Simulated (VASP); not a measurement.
Crystal: P.

```
P
1.0
     1.66406   -5.51915    0.00000
     1.66406    5.51915    0.00000
     0.00000    0.00000    4.58863
P
4
Cartesian
  1.6641 -4.4611 2.7019
  1.6641 4.4611 1.8868
  1.6641 -1.0581 0.4075
  1.6641 1.0581 4.1811
```

| Item | Value |
| --- | --- |
| Program | VASP 6.6.1 |
| Task | relaxation of cell and atoms |
| Functional | LAK |
| Potentials or basis | VASP PAW PBE potentials, release 64 (P) |
| Cutoff | 680 eV |
| k mesh | 9 × 9 × 6 |
| Occupations | gaussian, width 0.03 eV |
| Spin | no spin polarisation |

At the start: pressure -1.1 GPa; volume 21.07 Å³/atom.

Where does the relaxation end?

Over 37 steps the energy falls by 8.3 meV/atom and the volume is 21.88 Å³/atom (+3.8 %); space group Cmce (No. 64, to 0.1 Å) before and after.

Step by step:
```tsv
step	energy change (eV)	largest force (eV/Å)	pressure (GPa)	volume (Å³)
1	0.0000	0.4082	-1.10	84.29
2	-0.0092	0.1262	1.80	82.54
3	-0.0141	0.1071	0.69	83.18
4	-0.0202	0.0630	0.50	83.89
5	-0.0247	0.0772	0.12	85.38
6	-0.0283	0.0144	0.02	85.95
7	-0.0300	0.0984	-0.11	86.77
8	-0.0310	0.0525	-0.03	86.81
9	-0.0312	0.0215	0.03	86.84
10	-0.0317	0.0194	0.04	86.89
11	-0.0326	0.0132	0.06	87.03
12	-0.0325	0.0150	0.12	87.29
13	-0.0329	0.0113	0.09	87.16
14	-0.0329	0.0304	-0.11	87.40
15	-0.0329	0.0087	0.00	87.27
16	-0.0329	0.0099	-0.01	87.28
17	-0.0329	0.0096	0.01	87.32
18	-0.0330	0.0101	0.02	87.33
19	-0.0330	0.0048	0.02	87.39
20	-0.0330	0.0029	0.03	87.47
21	-0.0330	0.0042	0.02	87.49
22	-0.0330	0.0045	-0.03	87.58
23	-0.0330	0.0023	0.01	87.51
24	-0.0330	0.0010	0.00	87.52
25	-0.0330	0.0020	-0.01	87.55
26	-0.0330	0.0012	0.00	87.53
27	-0.0332	0.0004	-0.01	87.53
28	-0.0332	0.0034	0.02	87.51
29	-0.0332	0.0021	0.01	87.52
30	-0.0332	0.0018	0.01	87.52
31	-0.0332	0.0016	0.00	87.53
32	-0.0332	0.0010	-0.01	87.53
33	-0.0332	0.0025	0.02	87.51
34	-0.0332	0.0020	0.01	87.52
35	-0.0332	0.0020	0.01	87.52
36	-0.0332	0.0015	0.01	87.52
37	-0.0332	0.0008	0.01	87.51
```

Final structure:
```
P
1.0
     1.65284   -5.65770    0.00000
     1.65284    5.65770    0.00000
     0.00000    0.00000    4.67900
P
4
Direct
  0.90862 0.09138 0.59473
  0.09138 0.90862 0.40527
  0.59138 0.40862 0.09473
  0.40862 0.59138 0.90527
```

Where two steps share one volume, the run began anew on that cell with a basis built for it.

Caveat: the PAW data sets were made with another functional, which shifts forces and pressure a little.
